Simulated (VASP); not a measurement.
Input of a VASP 6.6.1 run:

The input POSCAR:

```
PbSe
1.0
    0.0000000000      3.4232041400      3.4232041400
    3.4232041400      0.0000000000      3.4232041400
    3.4232041400      3.4232041400      0.0000000000
Pb Se
1 1
Direct
    0.0000000000      0.0000000000      0.0000000000
    0.2500000000      0.2500000000      0.2500000000
```

Contents of INCAR.step1:

```
PREC = Accurate ; ENCUT = 520
EDIFF = 1E-5 ; ISMEAR = 0
SIGMA = 0.01 ; LREAL = F
LASPH = T ; NELM = 60
ALGO = Normal ; ISIF = 2
LWAVE = T ; LCHARG = F
NBANDS = 17 ; GGA = PE
```

INCAR.step2

```
PREC = Accurate ; ENCUT = 520
EDIFF = 1E-6 ; ISMEAR = 0
SIGMA = 0.01 ; LREAL = F
LASPH = T ; NELM = 60
ALGO = Normal ; ISIF = 2
LWAVE = F ; LCHARG = F
GGA = PE ; LHFCALC = T
AEXX = 0.1 ; HFSCREEN = 0.5
PRECFOCK = Normal ; NBANDS = 17
ISTART = 1
```

The input KPOINTS:

```
regular mesh
0
Gamma
  4 4 4
```

Potentials or basis: VASP PAW PBE potentials, release 64 (Pb_d, Se).

Run with:

```console
$ cat potpaw_PBE.64/Pb_d/POTCAR potpaw_PBE.64/Se/POTCAR > POTCAR
$ cp INCAR.step1 INCAR
$ mpirun -np 1 vasp_std > vasp.out
$ cp INCAR.step2 INCAR
$ mpirun -np 1 vasp_std > vasp.out
```

Problem. Estimate the band gap on the k mesh.

Solution. 0.69 eV, indirect (least direct gap 1.22 eV).

Problem. What does it give for the pressure?

Solution. 0.5 GPa.

Caveat: the PAW data sets were made with another functional, which shifts forces and pressure a little; spin-orbit coupling is left out, which moves the levels of the heavy elements. A k mesh can miss the band edges.
